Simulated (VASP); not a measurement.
# Ge7H2 in VASP: a series of runs

The runs below take Ge7H2 through single point, with LDA.

Everything below comes from runs of VASP 6.6.1. Logs are shortened: lines on timing, memory, paths and dates and some standing lists are left out, and cuts for length are marked.

## 1. The cell of the first run

The cell holds a slab with vacuum, 18 atoms: a = 3.975 Å, b = 7.950 Å, c = 22.189 Å, α = 90.00°, β = 90.00°, γ = 90.00°.

## 2. Single point, LDA

The input, INCAR:

```
SYSTEM = Ge7H2
  ALGO = Normal
  DIPOL = 0.5 0.5 0.359
  EDIFF = 1E-6
  ENCUT = 520
  IDIPOL = 3
  ISIF = 2
  ISMEAR = 0
  LASPH = .True.
  LCHARG = .False.
  LDIPOL = .True.
  LREAL = Auto
  LWAVE = .False.
  NBANDS = 115
  NELM = 80
  PREC = Accurate
  SIGMA = 0.05
```

The input, KPOINTS:

```
k-points
0
Gamma
  6 3 1
  0 0 0
```

The input, POSCAR:

```
Ge7H2
1.0
    3.9752292141      0.0000000000      0.0000000000
    0.0000000000      7.9504584281      0.0000000000
    0.0000000000      0.0000000000     22.1891745247
Ge H
14 4
Direct
    0.0000000000      0.2500000000      0.2211186323
    0.0000000000      0.7500000000      0.2211186323
    0.0000000000      0.5000000000      0.2844583372
    0.0000000000      0.0000000000      0.2844583372
    0.5000000000      0.5000000000      0.3477980422
    0.5000000000      0.0000000000      0.3477980422
    0.5000000000      0.7478971723      0.4137019016
    0.5000000000      0.2516429193      0.4087920793
    0.0000000000      0.7358597437      0.4788087816
    0.0000000000      0.2708778728      0.4710829062
    0.0000000000     -0.0021441488      0.5374367943
    0.0000000000      0.4915039082      0.5506090527
    0.5000000000      0.1560014550      0.5598278916
    0.5000000000      0.4234580468      0.6191360915
   -0.3085651772      0.2500000000      0.1796750369
    0.3085651772      0.2500000000      0.1796750369
    0.3079205199      0.7500000000      0.1794214520
   -0.3079205199      0.7500000000      0.1794214520
```

Potentials or basis: VASP PAW LDA potentials, release 64 (Ge_d, H).

Command:

```bash
cat potpaw_LDA.64/Ge_d/POTCAR potpaw_LDA.64/H/POTCAR > POTCAR
mpirun -np 1 vasp_std > vasp.out
```

OUTCAR:

```text
SYSTEM = Ge7H2
   EDIFF = 1E-6
   ENCUT = 520
   ISIF = 2
   ISMEAR = 0
   LASPH = .True.
   LREAL = Auto
   NELM = 80
   PREC = Accurate

 ion  position               nearest neighbor table
   1  0.000  0.250  0.221-  15 1.53  16 1.53   3 2.43   4 2.43
   2  0.000  0.750  0.221-  17 1.53  18 1.53   3 2.43   4 2.43
   3  0.000  0.500  0.284-   1 2.43   2 2.43   5 2.43   5 2.43
   4  0.000  0.000  0.284-   1 2.43   2 2.43   6 2.43   6 2.43
   5  0.500  0.500  0.348-   8 2.39   3 2.43   3 2.43   7 2.45
   6  0.500  0.000  0.348-   8 2.42   4 2.43   4 2.43   7 2.48
   7  0.500  0.748  0.414-   5 2.45   9 2.46   9 2.46   6 2.48
   8  0.500  0.252  0.409-   5 2.39   6 2.42  10 2.43  10 2.43
   9  0.000  0.736  0.479-  11 2.46   7 2.46   7 2.46  12 2.51
  10  0.000  0.271  0.471-   8 2.43   8 2.43  12 2.49  11 2.62
  11  0.000  0.998  0.537-  13 2.40  13 2.40   9 2.46  10 2.62
  12  0.000  0.492  0.551-  10 2.49   9 2.51  14 2.56  14 2.56
  13  0.500  0.156  0.560-  11 2.40  11 2.40  14 2.50
  14  0.500  0.423  0.619-  13 2.50  12 2.56  12 2.56
  15  0.691  0.250  0.180-   1 1.53
  16  0.309  0.250  0.180-   1 1.53
  17  0.308  0.750  0.179-   2 1.53
  18  0.692  0.750  0.179-   2 1.53

  LATTYP: Found a simple orthorhombic cell.
 ALAT       =     3.9752292141
 B/A-ratio  =     2.0000000000
 C/A-ratio  =     5.5818603984

  Lattice vectors:

 A1 = (   3.9752292141,   0.0000000000,   0.0000000000)
 A2 = (   0.0000000000,   7.9504584281,   0.0000000000)
 A3 = (   0.0000000000,   0.0000000000,  22.1891745247)

Analysis of symmetry for initial positions (statically):
=====================================================================
 Subroutine PRICEL returns:
 Original cell was already a primitive cell.

 Routine SETGRP: Setting up the symmetry group for a
 simple orthorhombic supercell.

 Subroutine GETGRP returns: Found  2 space group operations
 (whereof  2 operations were pure point group operations)
 out of a pool of  8 trial point group operations.

The static configuration has the point symmetry C_1h.

Analysis of symmetry for dynamics (positions and initial velocities):
=====================================================================
 Subroutine PRICEL returns:
 Original cell was already a primitive cell.

 Routine SETGRP: Setting up the symmetry group for a
 simple orthorhombic supercell.

 Subroutine GETGRP returns: Found  2 space group operations
 (whereof  2 operations were pure point group operations)
 out of a pool of  8 trial point group operations.

The dynamic configuration has the point symmetry C_1h.

 Subroutine INISYM returns: Found  2 space group operations
 (whereof  2 operations are pure point group operations),
[... 128 lines left out ...]
   IALGO  =     38    algorithm
   IMIX   =      4    mixing-type and parameters
     AMIX     =   0.40;   BMIX     =  1.00
     AMIX_MAG =   1.60;   BMIX_MAG =  1.00
  volume/ion in A,a.u.               =      38.96       262.92
  Fermi-wavevector in a.u.,A,eV,Ry     =   1.077589  2.036347 15.799048  1.161197
  Thomas-Fermi vector in A             =   2.213504
   LORBIT       =      0    0 simple, 1 ext, 2 COOP (PROOUT), +10 PAW based schemes
   GGA     = CA    functional components
   LHFCALC =     F    Hartree Fock is set to
   AEXX    =    0.0000 exact exchange contribution
   IVDW    =     0    specifies the selected vdW correction
   LEPSILON=     F    determine dielectric tensor
   LRPA    =     F    only Hartree local field effects (RPA)
 non-spin polarized calculation
 Gauss-broadening in eV      SIGMA  =   0.05
  energy-cutoff  :      520.00
  volume of cell :      701.29
 maximum number of plane-waves:     18965
 NGX is ok and might be reduce to    30
   NGX = 15   NGY = 29   NGZ = 83

 dipolmoment           0.000000      0.000000     -0.002580 electrons x Angstroem

 number of electron     199.9999982 magnetization

 dipolmoment           0.000000      0.000000      0.041683 electrons x Angstroem

 Free energy of the ion-electron system (eV)
  ---------------------------------------------------
  ext. energy  EPLUGINS =         0.00000000
  ---------------------------------------------------
  free energy    TOTEN  =       -82.77601437 eV

  energy without entropy =      -82.77488279  energy(sigma->0) =      -82.77544858

 E-fermi :  -0.4050     XC(G=0):  -5.4951

 val. band max:       -0.4704299833   @ k =   0.0000   0.3333   0.0000
 cond. band min:      -0.3395876961   @ k =   0.0000   0.3333   0.0000
 fundamental gap:      0.1308422872
 Fermi energy:        -0.4050088370

 k-point     1 :       0.0000    0.0000    0.0000
  band No.  band energies     occupation
      1     -25.4436      2.00000
      2     -25.4057      2.00000
      3     -25.3666      2.00000
      4     -25.3614      2.00000
      5     -25.3221      2.00000
      6     -25.1689      2.00000
[... 909 lines left out ...]
    111       3.2065      0.00000
    112       3.4390      0.00000
 [bands above 112 left out]

------------------------ aborting loop because EDIFF is reached ----------------------------------------

 vacuum level on the upper side and lower side of the slab       (xc-potential included)        -0.113        -0.286

  FORCE on cell =-STRESS in cart. coord.  units (eV):
  Direction    XX          YY          ZZ          XY          YZ          ZX
  --------------------------------------------------------------------------------------
  -------------------------------------------------------------------------------------
  Total        4.4437224     -2.2084686     -2.2406066      0.0000000     -0.0543318      0.0000000
  in kB       10.1522433     -5.0455244     -5.1189478      0.0000000     -0.1241279      0.0000000
  external PRESSURE =      -0.0040763 kB  Pullay stress =       0.0000000 kB

 VOLUME and BASIS-vectors are now :
 -----------------------------------------------------------------------------
  energy-cutoff  :      520.00
  volume of cell :      701.29
      direct lattice vectors                 reciprocal lattice vectors
     3.975229214  0.000000000  0.000000000     0.251557821  0.000000000  0.000000000
     0.000000000  7.950458428  0.000000000     0.000000000  0.125778911  0.000000000
     0.000000000  0.000000000 22.189174525     0.000000000  0.000000000  0.045067021

 POSITION                                       TOTAL-FORCE (eV/Angst)
 -----------------------------------------------------------------------------------
      0.00000      1.98761      4.90644         0.000000      0.040083      0.313119
      0.00000      5.96284      4.90644         0.000000     -0.054922      0.257018
      0.00000      3.97523      6.31190         0.000000      0.086664     -0.206087
      0.00000      0.00000      6.31190         0.000000     -0.048697     -0.180710
      1.98761      3.97523      7.71735         0.000000      0.298268     -0.220286
      1.98761      0.00000      7.71735         0.000000     -0.335965      0.098697
[... 10 lines left out ...]
      1.22405      5.96284      3.98121         0.003503      0.017339     -0.000157
      2.75117      5.96284      3.98121        -0.003503      0.017339     -0.000157
 -----------------------------------------------------------------------------------
    total drift:                                0.000000     -0.000541     -0.000323

  FREE ENERGIE OF THE ION-ELECTRON SYSTEM (eV)
  ---------------------------------------------------
  free  energy   TOTEN  =       -82.7760143689 eV

  energy  without entropy=      -82.7748827936  energy(sigma->0) =      -82.77544858

 vacuum level on the upper side and lower side of the slab         4.128         3.949
```

stdout:

```text
POSCAR found type information on POSCAR GeH
 POSCAR found :  2 types and      18 ions
 scaLAPACK will be used
 LDA part: xc-table for (Slater(with rela. corr.)+CA(PZ))
 , standard interpolation
 POSCAR, INCAR and KPOINTS ok, starting setup
 FFT: planning ... GRIDC
 FFT: planning ... GRID_SOFT
 FFT: planning ... GRID
 WAVECAR not read
 entering main loop
```

Run time: 35 min. Hardware: 1 thread of AMD EPYC 7R13, shared host; peak memory 0.66 GiB.

Results:

```yaml
Free_energy: -82.7760 eV
Largest_force: 0.812 eV/Å
Band_gap_on_the_k_mesh: 0.13 eV, direct
```

Forces on the atoms (eV/Å):
```
Ge   0.000  0.040  0.313
Ge   0.000 -0.055  0.257
Ge   0.000  0.087 -0.206
Ge   0.000 -0.049 -0.181
Ge   0.000  0.298 -0.220
Ge   0.000 -0.336  0.099
Ge   0.000 -0.004  0.001
Ge   0.000  0.003  0.000
Ge   0.000  0.002  0.006
Ge   0.000 -0.002 -0.007
Ge   0.000 -0.006  0.003
Ge   0.000  0.004  0.003
Ge   0.000 -0.003  0.784
Ge   0.000  0.006 -0.812
H   -0.016 -0.010 -0.020
H    0.016 -0.010 -0.020
H    0.004  0.017  0.000
H   -0.004  0.017  0.000
```

Levels at points of the mesh, in eV from the valence-band top:
```
           k point  band 98  band 99  band 100  band 101  band 102  band 103
(0.00, 0.00, 0.00)    -0.49    -0.28     -0.13      0.28      0.91      1.11
(0.50, 0.00, 0.00)    -1.15    -0.97     -0.88      0.37      0.69      1.20
```

## 3. Single point, LDA

The input, INCAR:

```
SYSTEM = Ge7H2
PREC     = Accurate       ! precision mode
ENCUT    = 520            ! plane-wave cutoff, eV
EDIFF    = 1E-6           ! SCF threshold, eV
ISMEAR   = 0              ! smearing method
SIGMA    = 0.05           ! smearing width, eV
LREAL    = Auto         
LASPH    = .True.         ! aspherical terms in the spheres
NELM     = 80             ! most SCF steps
ALGO     = Normal         ! electronic algorithm
ISIF     = 2              ! what is computed and relaxed
LWAVE    = .False.        ! write WAVECAR
LCHARG   = .False.        ! write CHGCAR
LDIPOL   = .True.       
IDIPOL   = 3            
DIPOL    = 0.5 0.5 0.354
GGA      = CA             ! functional
NBANDS   = 115            ! bands
```

The input, KPOINTS:

```
Automatic mesh
0
Gamma
  6 3 1
  0 0 0
```

The input, POSCAR:

```
Ge7H2
1.0
    3.9752292141      0.0000000000      0.0000000000
    0.0000000000      7.9504584281      0.0000000000
    0.0000000000      0.0000000000     22.1891745247
Ge H
14 4
Direct
    0.0000000000      0.2500000000      0.2211186323
    0.0000000000      0.7500000000      0.2211186323
    0.0000000000      0.5000000000      0.2844583372
    0.0000000000      0.0000000000      0.2844583372
    0.5000000000      0.5000000000      0.3477980422
    0.5000000000      0.0000000000      0.3477980422
    0.5000000000      0.7539938041      0.4094324512
    0.5000000000      0.2471657409      0.4049066270
    0.0000000000      0.7590912146      0.4708904323
    0.0000000000      0.2448630678      0.4626977886
    0.0000000000      0.0030377203      0.5374638031
    0.0000000000      0.4961384379      0.5225974994
    0.5000000000      0.1559397516      0.5598278916
    0.5000000000      0.4509930856      0.5797925820
   -0.3085651772      0.2500000000      0.1796750369
    0.3085651772      0.2500000000      0.1796750369
    0.3079205199      0.7500000000      0.1794214520
   -0.3079205199      0.7500000000      0.1794214520
```

Potentials or basis: VASP PAW LDA potentials, release 64 (Ge_d, H).

Command:

```bash
cat potpaw_LDA.64/Ge_d/POTCAR potpaw_LDA.64/H/POTCAR > POTCAR
mpirun -np 1 vasp_std > vasp.out
```

Run time: 42 min. Hardware: 1 thread of Intel Xeon 8259CL, shared host; peak memory 0.69 GiB.

The run converged. Its results:

| Item | Value |
| --- | --- |
| Free energy | -82.5083 eV |
| Largest force | 1.286 eV/Å |
| Band gap on the k mesh | 0.06 eV, indirect (least direct gap 0.70 eV) |

Forces on the atoms (eV/Å):
```
Ge   0.000 -0.065  0.349
Ge   0.000  0.047  0.253
Ge   0.000  0.162 -0.278
Ge   0.000 -0.137 -0.262
Ge   0.000  0.250 -0.452
Ge   0.000 -0.279 -1.030
Ge   0.000  0.003  0.006
Ge   0.000  0.004  0.000
Ge   0.000  0.002 -0.018
Ge   0.000  0.009 -0.002
Ge   0.000 -0.029  0.023
Ge   0.000 -0.021  0.017
Ge   0.000  0.017  0.144
Ge   0.000  0.023  1.286
H   -0.012  0.022 -0.015
H    0.012  0.022 -0.015
H   -0.001 -0.015 -0.003
H    0.001 -0.015 -0.003
```

Levels at points of the mesh, in eV from the valence-band top:
```
           k point  band 97  band 98  band 99  band 100  band 101  band 102  band 103  band 104
(0.00, 0.00, 0.00)    -1.22    -0.97    -0.50     -0.50      0.20      0.50      0.70      0.99
(0.50, 0.00, 0.00)    -1.75    -1.46    -1.15     -1.05      0.06      0.52      1.04      1.61
```

## 4. Single point, LDA

The input, INCAR:

```
PREC = Accurate
ENCUT = 520
EDIFF = 1E-6
ISMEAR = 0
SIGMA = 0.05
LREAL = Auto
LASPH = T
NELM = 80
ALGO = Normal
ISIF = 2
LWAVE = F
LCHARG = F
LDIPOL = T
IDIPOL = 3
DIPOL = 0.5 0.5 0.362
NBANDS = 115
```

The input, KPOINTS:

```
Automatic mesh
0
Gamma
  6 3 1
```

The input, POSCAR:

```
Ge7H2
1.0
    3.9752292141      0.0000000000      0.0000000000
    0.0000000000      7.9504584281      0.0000000000
    0.0000000000      0.0000000000     22.1891745247
Ge H
14 4
Direct
    0.0000000000      0.2500000000      0.2211186323
    0.0000000000      0.7500000000      0.2211186323
    0.0000000000      0.5000000000      0.2844583372
    0.0000000000      0.0000000000      0.2844583372
    0.5000000000      0.5000000000      0.3477980422
    0.5000000000      0.0000000000      0.3477980422
    0.5000000000      0.7516906036      0.4164372481
    0.5000000000      0.2490940666      0.4107343490
    0.0000000000      0.7474420551      0.4846966225
    0.0000000000      0.2606469101      0.4739407995
    0.0000000000      0.0150179856      0.5460392180
    0.0000000000      0.4877544307      0.5487345921
    0.5000000000      0.1513646178      0.5899777288
    0.5000000000      0.4520610073      0.6191360915
   -0.3085651772      0.2500000000      0.1796750369
    0.3085651772      0.2500000000      0.1796750369
    0.3079205199      0.7500000000      0.1794214520
   -0.3079205199      0.7500000000      0.1794214520
```

Command:

```bash
cat potpaw_LDA.64/Ge_d/POTCAR potpaw_LDA.64/H/POTCAR > POTCAR
mpirun -np 1 vasp_std > vasp.out
```

Wall time 15 min (1 thread of Intel Xeon 6975P-C (Granite Rapids), shared host); peak memory 0.68 GiB.

The run converged. Its results:

```yaml
Free_energy: -82.8330 eV
Largest_force: 0.658 eV/Å
Band_gap_on_the_k_mesh: 0.04 eV, indirect (least direct gap 0.33 eV)
```

Forces in eV/Å, atoms in the order of the input:
```
Ge   0.000 -0.008  0.330
Ge   0.000  0.001  0.257
Ge   0.000  0.126 -0.181
Ge   0.000 -0.107 -0.142
Ge   0.000  0.230  0.348
Ge   0.000 -0.241  0.257
Ge   0.000  0.000  0.000
Ge   0.000  0.001 -0.001
Ge   0.000 -0.003  0.004
Ge   0.000 -0.001  0.002
Ge   0.000 -0.012  0.013
Ge   0.000  0.008  0.000
Ge   0.000  0.005 -0.658
Ge   0.000  0.005 -0.183
H   -0.020  0.007 -0.021
H    0.020  0.007 -0.021
H    0.002 -0.008 -0.002
H   -0.002 -0.008 -0.002
```

Levels at points of the mesh, in eV from the valence-band top:
```
           k point  band 96  band 97  band 98  band 99  band 100  band 101  band 102  band 103  band 104  band 105
(0.00, 0.00, 0.00)    -0.96    -0.77    -0.42    -0.35     -0.17      0.19      0.75      1.15      1.26      1.34
(0.50, 0.00, 0.00)    -1.73    -1.27    -1.05    -1.01     -0.84      0.04      0.57      1.04      1.59      1.67
```

## 5. Single point, LDA

The input, INCAR:

```
SYSTEM = Ge7H2
ALGO = Normal
DIPOL = 0.5 0.5 0.355
EDIFF = 1E-7
ENCUT = 520
IDIPOL = 3
ISIF = 2
ISMEAR = 0
LASPH = .True.
LCHARG = .False.
LDIPOL = .True.
LREAL = Auto
LWAVE = .False.
NBANDS = 115
NELM = 100
PREC = Accurate
SIGMA = 0.05
```

The input, KPOINTS:

```
k-points
0
Gamma
  6 3 1
  0 0 0
```

The input, POSCAR:

```
Ge7H2
1.0
    3.9752292141      0.0000000000      0.0000000000
    0.0000000000      7.9504584281      0.0000000000
    0.0000000000      0.0000000000     22.1891745247
Ge H
14 4
Direct
    0.0000000000      0.2500000000      0.2211186323
    0.0000000000      0.7500000000      0.2211186323
    0.0000000000      0.5000000000      0.2844583372
    0.0000000000      0.0000000000      0.2844583372
    0.5000000000      0.5000000000      0.3477980422
    0.5000000000      0.0000000000      0.3477980422
    0.5000000000      0.7528554736      0.4103284805
    0.5000000000      0.2481227275      0.4058675442
    0.0000000000      0.7529843810      0.4725084088
    0.0000000000      0.2524224381      0.4648157809
    0.0000000000      0.0019138706      0.5372274668
    0.0000000000      0.4958241262      0.5297154335
    0.5000000000      0.1568930300      0.5598278916
    0.5000000000      0.4480117258      0.5899777288
   -0.3085651772      0.2500000000      0.1796750369
    0.3085651772      0.2500000000      0.1796750369
    0.3079205199      0.7500000000      0.1794214520
   -0.3079205199      0.7500000000      0.1794214520
```

Command:

```bash
cat potpaw_LDA.64/Ge_d/POTCAR potpaw_LDA.64/H/POTCAR > POTCAR
mpirun -np 1 vasp_std > vasp.out
```

It took 33 min on 1 thread of Intel Xeon 6975P-C, shared host; peak memory 0.7 GiB.

The run converged. Its results:

```yaml
Free_energy: -82.7539 eV
Largest_force: 0.840 eV/Å
Band_gap_on_the_k_mesh: 0.28 eV, indirect (least direct gap 0.61 eV)
```

Forces in eV/Å, atoms in the order of the input:
```
Ge   0.000 -0.037  0.337
Ge   0.000  0.016  0.253
Ge   0.000  0.138 -0.259
Ge   0.000 -0.104 -0.237
Ge   0.000  0.259 -0.395
Ge   0.000 -0.285 -0.747
Ge   0.000 -0.008 -0.003
Ge   0.000  0.005 -0.001
Ge   0.000  0.008  0.004
Ge   0.000 -0.008 -0.012
Ge   0.000  0.002  0.015
Ge   0.000  0.011  0.005
Ge   0.000 -0.005  0.237
Ge   0.000 -0.009  0.840
H   -0.013  0.014 -0.017
H    0.013  0.014 -0.017
H   -0.002 -0.005 -0.002
H    0.002 -0.005 -0.002
```

Levels at points of the mesh, in eV from the valence-band top:
| k point | band 98 | band 99 | band 100 | band 101 | band 102 | band 103 |
| --- | --- | --- | --- | --- | --- | --- |
| (0.00, 0.00, 0.00) | -0.81 | -0.34 | -0.32 | 0.29 | 0.76 | 0.90 |
| (0.50, 0.00, 0.00) | -1.24 | -1.01 | -0.99 | 0.28 | 0.71 | 1.21 |
